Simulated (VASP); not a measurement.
# FeSi (P2_13) in VASP: relaxation of the atoms with PBE

Aim: the relaxation of the atoms of FeSi with PBE.

Everything below comes from runs of VASP 6.6.1. Logs are shortened: lines on timing, memory, paths and dates and some standing lists are left out, and cuts for length are marked.

## Step 1: The cell of the first run

The structure is cubic, space group P2_13 (No. 198). Conventional cell: a = 4.535 Å, b = 4.535 Å, c = 4.535 Å, α = 90.00°, β = 90.00°, γ = 90.00°. Fe (site symmetry 3) has 7 Si at 2.31 to 2.56 Å and 6 Fe at 2.78 Å within 3.1 Å. Si (site symmetry 3) has 7 Fe at 2.31 to 2.56 Å and 6 Si at 2.81 Å within 3.1 Å.

## Step 2: Relaxation of the atoms, PBE (11.66 Å³/atom)

INCAR

```
SYSTEM = FeSi
PREC = Accurate
ENCUT = 520
EDIFF = 1E-6
ISMEAR = 0
SIGMA = 0.01
LREAL = .FALSE.
LASPH = .TRUE.
NELM = 100
ALGO = Normal
ISIF = 2
LWAVE = .FALSE.
LCHARG = .FALSE.
GGA = PE
IBRION = 2
NSW = 50
EDIFFG = -0.01
```

KPOINTS

```
regular mesh
0
G
  8 8 8
  0 0 0
```

POSCAR

```
FeSi
1.0
    4.5352018846      0.0000000000      0.0000000000
    0.0000000000      4.5352018846      0.0000000000
    0.0000000000      0.0000000000      4.5352018846
Fe Si
4 4
Direct
    0.1345095135      0.1345095135      0.1345095135
    0.3654904865      0.8654904865      0.6345095135
    0.6345095135      0.3654904865      0.8654904865
    0.8654904865      0.6345095135      0.3654904865
    0.8400474509      0.8400474509      0.8400474509
    0.6599525491      0.1599525491      0.3400474509
    0.3400474509      0.6599525491      0.1599525491
    0.1599525491      0.3400474509      0.6599525491
```

Potentials or basis: VASP PAW PBE potentials, release 64 (Fe, Si).

On the command line:

```bash
> cat potpaw_PBE.64/Fe/POTCAR potpaw_PBE.64/Si/POTCAR > POTCAR
> mpirun -np 1 vasp_std > vasp.out
```

OUTCAR:

```text
SYSTEM = FeSi
   PREC = Accurate
   ENCUT = 520
   EDIFF = 1E-6
   ISMEAR = 0
   LREAL = .FALSE.
   LASPH = .TRUE.
   NELM = 100
   ISIF = 2
   GGA = PE
   IBRION = 2
   NSW = 50
   EDIFFG = -0.01

 ion  position               nearest neighbor table
   1  0.135  0.135  0.135-   5 2.31   6 2.35   7 2.35   8 2.35   7 2.56   8 2.56   6 2.56   3 2.78
                             4 2.78   2 2.78   2 2.78   4 2.78   3 2.78
   2  0.365  0.865  0.635-   6 2.31   5 2.35   7 2.35   8 2.35   7 2.56   8 2.56   5 2.56   1 2.78
                             1 2.78   3 2.78   3 2.78   4 2.78   4 2.78
   3  0.635  0.365  0.865-   7 2.31   6 2.35   5 2.35   8 2.35   8 2.56   6 2.56   5 2.56   1 2.78
                             4 2.78   2 2.78   2 2.78   4 2.78   1 2.78
   4  0.865  0.635  0.365-   8 2.31   6 2.35   7 2.35   5 2.35   6 2.56   5 2.56   7 2.56   1 2.78
                             3 2.78   2 2.78   1 2.78   2 2.78   3 2.78
   5  0.840  0.840  0.840-   1 2.31   2 2.35   3 2.35   4 2.35   3 2.56   4 2.56   2 2.56   6 2.81
                             7 2.81   6 2.81   7 2.81   8 2.81   8 2.81
   6  0.660  0.160  0.340-   2 2.31   1 2.35   3 2.35   4 2.35   3 2.56   4 2.56   1 2.56   5 2.81
                             5 2.81   8 2.81   8 2.81   7 2.81   7 2.81
   7  0.340  0.660  0.160-   3 2.31   2 2.35   1 2.35   4 2.35   4 2.56   2 2.56   1 2.56   5 2.81
                             8 2.81   8 2.81   5 2.81   6 2.81   6 2.81
   8  0.160  0.340  0.660-   4 2.31   2 2.35   3 2.35   1 2.35   2 2.56   1 2.56   3 2.56   6 2.81
                             7 2.81   7 2.81   6 2.81   5 2.81   5 2.81

  LATTYP: Found a simple cubic cell.
 ALAT       =     4.5352018846

  Lattice vectors:

 A1 = (   4.5352018846,   0.0000000000,   0.0000000000)
 A2 = (   0.0000000000,   4.5352018846,   0.0000000000)
 A3 = (   0.0000000000,   0.0000000000,   4.5352018846)

Analysis of symmetry for initial positions (statically):
=====================================================================
 Subroutine PRICEL returns:
 Original cell was already a primitive cell.

 Routine SETGRP: Setting up the symmetry group for a
 simple cubic supercell.

 Subroutine GETGRP returns: Found 12 space group operations
 (whereof  3 operations were pure point group operations)
 out of a pool of 48 trial point group operations.

The static configuration has the point symmetry C_3 .
 The point group associated with its full space group is T   .

Analysis of symmetry for dynamics (positions and initial velocities):
=====================================================================
 Subroutine PRICEL returns:
 Original cell was already a primitive cell.

 Routine SETGRP: Setting up the symmetry group for a
 simple cubic supercell.

 Subroutine GETGRP returns: Found 12 space group operations
 (whereof  3 operations were pure point group operations)
 out of a pool of 48 trial point group operations.

The dynamic configuration has the point symmetry C_3 .
 The point group associated with its full space group is T   .

 Subroutine INISYM returns: Found 12 space group operations
 (whereof  3 operations are pure point group operations),
 and found     1 'primitive' translations

----------------------------------------------------------------------------------------

                                     Primitive cell

  volume of cell :      93.2803

  direct lattice vectors                    reciprocal lattice vectors
     4.535201885  0.000000000  0.000000000     0.220497351  0.000000000  0.000000000
     0.000000000  4.535201885  0.000000000     0.000000000  0.220497351  0.000000000
     0.000000000  0.000000000  4.535201885     0.000000000  0.000000000  0.220497351

  length of vectors
     4.535201885  4.535201885  4.535201885     0.220497351  0.220497351  0.220497351

  position of ions in fractional coordinates (direct lattice)
     0.134509513  0.134509513  0.134509513
     0.365490487  0.865490487  0.634509513
     0.634509513  0.365490487  0.865490487
     0.865490487  0.634509513  0.365490487
     0.840047451  0.840047451  0.840047451
     0.659952549  0.159952549  0.340047451
     0.340047451  0.659952549  0.159952549
     0.159952549  0.340047451  0.659952549

  ion indices of the primitive-cell ions
   primitive index   ion index
                 1           1
                 2           2
                 3           3
                 4           4
                 5           5
                 6           6
                 7           7
                 8           8

----------------------------------------------------------------------------------------

 KPOINTS: regular mesh

Automatic generation of k-mesh.
 Grid dimensions read from file:
 generate k-points for:    8    8    8

 Generating k-lattice:

  Cartesian coordinates                     Fractional coordinates (reciprocal lattice)
     0.027562169  0.000000000  0.000000000     0.125000000  0.000000000  0.000000000
     0.000000000  0.027562169  0.000000000     0.000000000  0.125000000  0.000000000
     0.000000000  0.000000000  0.027562169     0.000000000  0.000000000  0.125000000

  Length of vectors
     0.027562169  0.027562169  0.027562169

  Shift w.r.t. Gamma in fractional coordinates (k-lattice)
     0.000000000  0.000000000  0.000000000

 Subroutine IBZKPT returns following result:
 ===========================================

 Found     45 irreducible k-points:

 Following reciprocal coordinates:
            Coordinates               Weight
  0.000000  0.000000  0.000000      1.000000
  0.125000  0.000000  0.000000      6.000000
  0.250000  0.000000  0.000000      6.000000
  0.375000  0.000000  0.000000      6.000000
  0.500000  0.000000  0.000000      3.000000
  0.125000  0.125000  0.000000     12.000000
[... 16 lines left out ...]
  0.250000  0.125000  0.125000     24.000000
  0.375000  0.125000  0.125000     24.000000
 [... further k-points ...]
   k-points           NKPTS =     45   k-points in BZ     NKDIM =     45   number of bands    NBANDS=     29
   number of dos      NEDOS =    301   number of ions     NIONS =      8
   total plane-waves  NPLWV =  46656
   dimension x,y,z NGX =    36 NGY =   36 NGZ =   36
   dimension x,y,z NGXF=    72 NGYF=   72 NGZF=   72
   ions per type =               4   4
   NGX,Y,Z   is equivalent  to a cutoff of  13.20, 13.20, 13.20 a.u.
   NGXF,Y,Z  is equivalent  to a cutoff of  26.39, 26.39, 26.39 a.u.
 SYSTEM =  FeSi
   PREC   = accura    normal or accurate (medium, high low for compatibility)
   ISTART =      0    job   : 0-new  1-cont  2-samecut
   ICHARG =      2    charge: 1-file 2-atom 10-const
   ISPIN  =      1    spin polarized calculation?
   LNONCOLLINEAR =      F non collinear calculations
   LSORBIT =      F    spin-orbit coupling
   LASPH  =      T    aspherical Exc in radial PAW
   ENCUT  =  520.0 eV  38.22 Ry    6.18 a.u.   8.43  8.43  8.43*2*pi/ulx,y,z
   NELM   =    100;   NELMIN=  2; NELMDL= -5     # of ELM steps
   EDIFF  = 0.1E-05   stopping-criterion for ELM
   LREAL  =      F    real-space projection
   EDIFFG = -.1E-01   stopping-criterion for IOM
   NSW    =     50    number of steps for IOM
   IBRION =      2    ionic relax: 0-MD 1-quasi-New 2-CG
   NFREE  =      1    steps in history (QN), initial steepest desc. (CG)
   ISIF   =      2    stress and relaxation
   ISYM   =      2    0-nonsym 1-usesym 2-fastsym
   POTIM  = 0.5000    time-step for ionic-motion
   TEBEG  =    0.0;   TEEND  =   0.0 temperature during run
   PSTRESS=    0.0 pullay stress
   NELECT =      48.0000    total number of electrons
   NUPDOWN=      -1.0000    fix difference up-down
   EMIN   =  10.00;   EMAX   =-10.00  energy-range for DOS
   EFERMI =   0.00;   METHOD = LEGACY
   ISMEAR =     0;   SIGMA  =   0.01  broadening in eV -4-tet -1-fermi 0-gaus
   EFERMI_NEDOS =   21; number of points for ismear=-14 and -15
   IALGO  =     38    algorithm
   IMIX   =      4    mixing-type and parameters
     AMIX     =   0.40;   BMIX     =  1.00
     AMIX_MAG =   1.60;   BMIX_MAG =  1.00
  volume/ion in A,a.u.               =      11.66        78.69
  Fermi-wavevector in a.u.,A,eV,Ry     =   1.311873  2.479081 23.415790  1.721012
  Thomas-Fermi vector in A             =   2.442305
   LORBIT       =      0    0 simple, 1 ext, 2 COOP (PROOUT), +10 PAW based schemes
   GGA     = PE    functional components
   LHFCALC =     F    Hartree Fock is set to
   AEXX    =    0.0000 exact exchange contribution
   IVDW    =     0    specifies the selected vdW correction
   LEPSILON=     F    determine dielectric tensor
   LRPA    =     F    only Hartree local field effects (RPA)
 conjugate gradient relaxation of ions
 non-spin polarized calculation
 Gauss-broadening in eV      SIGMA  =   0.01
  energy-cutoff  :      520.00
  volume of cell :       93.28
 maximum number of plane-waves:      2535
 NGX is ok and might be reduce to    36
   NGX = 17   NGY = 17   NGZ = 17

--------------------------------------- Ionic step        1  -------------------------------------------

 number of electron      47.9999989 magnetization

 Free energy of the ion-electron system (eV)
  ---------------------------------------------------
  ext. energy  EPLUGINS =         0.00000000
  ---------------------------------------------------
  free energy    TOTEN  =       -58.58963137 eV

  energy without entropy =      -58.58963137  energy(sigma->0) =      -58.58963137

------------------------ aborting loop because EDIFF is reached ----------------------------------------

  FORCE on cell =-STRESS in cart. coord.  units (eV):
  Direction    XX          YY          ZZ          XY          YZ          ZX
  --------------------------------------------------------------------------------------
  -------------------------------------------------------------------------------------
  Total       -6.6154325     -6.6154325     -6.6154325      0.0000000      0.0000000      0.0000000
  in kB     -113.6263224   -113.6263224   -113.6263224      0.0000000      0.0000000      0.0000000
  external PRESSURE =    -113.6263224 kB  Pullay stress =       0.0000000 kB
[... 111 lines left out ...]
  energy  without entropy=      -58.5917747631  energy(sigma->0) =      -58.59177476

--------------------------------------- Ionic step        4  -------------------------------------------

 number of electron      47.9999984 magnetization

 Free energy of the ion-electron system (eV)
  ---------------------------------------------------
  ext. energy  EPLUGINS =         0.00000000
  ---------------------------------------------------
  free energy    TOTEN  =       -58.59179017 eV

  energy without entropy =      -58.59179017  energy(sigma->0) =      -58.59179017

 E-fermi :   9.0649     XC(G=0): -12.5094

 val. band max:        8.9749462372   @ k =  -0.1250   0.2500   0.0000
 cond. band min:       9.1387448755   @ k =   0.2500   0.2500   0.0000
 fundamental gap:      0.1637986383
 Fermi energy:         9.0649244229

 k-point     1 :       0.0000    0.0000    0.0000
  band No.  band energies     occupation
      1      -3.7942      2.00000
      2       1.3594      2.00000
      3       1.3594      2.00000
      4       1.3594      2.00000
      5       4.1735      2.00000
      6       4.1735      2.00000
[... 757 lines left out ...]
     28      10.9197      0.00000
     29      11.2111      0.00000

 [... further k-points ...]

------------------------ aborting loop because EDIFF is reached ----------------------------------------

  FORCE on cell =-STRESS in cart. coord.  units (eV):
  Direction    XX          YY          ZZ          XY          YZ          ZX
  --------------------------------------------------------------------------------------
  -------------------------------------------------------------------------------------
  Total       -6.4417004     -6.4417004     -6.4417004      0.0000000      0.0000000      0.0000000
  in kB     -110.6423091   -110.6423091   -110.6423091      0.0000000      0.0000000      0.0000000
  external PRESSURE =    -110.6423091 kB  Pullay stress =       0.0000000 kB
[... 23 lines left out ...]
  FREE ENERGIE OF THE ION-ELECTRON SYSTEM (eV)
  ---------------------------------------------------
  free  energy   TOTEN  =       -58.5917901726 eV

  energy  without entropy=      -58.5917901726  energy(sigma->0) =      -58.59179017

 reached required accuracy - stopping structural energy minimisation
```

Run time: 5.1 min. Hardware: 1 thread of Oxide Virtual Turin-like, shared host; peak memory 0.23 GiB.

What came out:

| Item | Value |
| --- | --- |
| Free energy | -58.5918 eV |
| Energy gained by relaxing | 0.3 meV/atom |
| Ionic steps | 4 |
| Pressure after relaxing | -11.1 GPa |
| Largest force after relaxing | 0.009 eV/Å |
| Band gap on the k mesh | 0.16 eV (least direct gap 0.17 eV) |

Forces in eV/Å, atoms in the order of the input:
```
Fe  -0.004 -0.004 -0.004
Fe   0.004  0.004 -0.004
Fe  -0.004  0.004  0.004
Fe   0.004 -0.004  0.004
Si   0.005  0.005  0.005
Si  -0.005 -0.005  0.005
Si   0.005 -0.005 -0.005
Si  -0.005  0.005 -0.005
```

Step by step:
| step | energy change (eV) | largest force (eV/Å) | pressure (GPa) |
| --- | --- | --- | --- |
| 1 | 0.0000 | 0.0857 | -11.36 |
| 2 | -0.0015 | 0.0497 | -11.18 |
| 3 | -0.0021 | 0.0117 | -11.02 |
| 4 | -0.0022 | 0.0090 | -11.06 |

Final structure:
```yaml
crystal:
  lattice:
    - [4.53520, 0.00000, 0.00000]
    - [0.00000, 4.53520, 0.00000]
    - [0.00000, 0.00000, 4.53520]
  atoms:
    - { symbol: Fe, position: [0.13333, 0.13333, 0.13333] }
    - { symbol: Fe, position: [0.36667, 0.86667, 0.63333] }
    - { symbol: Fe, position: [0.63333, 0.36667, 0.86667] }
    - { symbol: Fe, position: [0.86667, 0.63333, 0.36667] }
    - { symbol: Si, position: [0.83936, 0.83936, 0.83936] }
    - { symbol: Si, position: [0.66064, 0.16064, 0.33936] }
    - { symbol: Si, position: [0.33936, 0.66064, 0.16064] }
    - { symbol: Si, position: [0.16064, 0.33936, 0.66064] }
```

A k mesh can miss the band edges. Spin polarisation is off, so any magnetic state and its effect on volume and gap are missing.
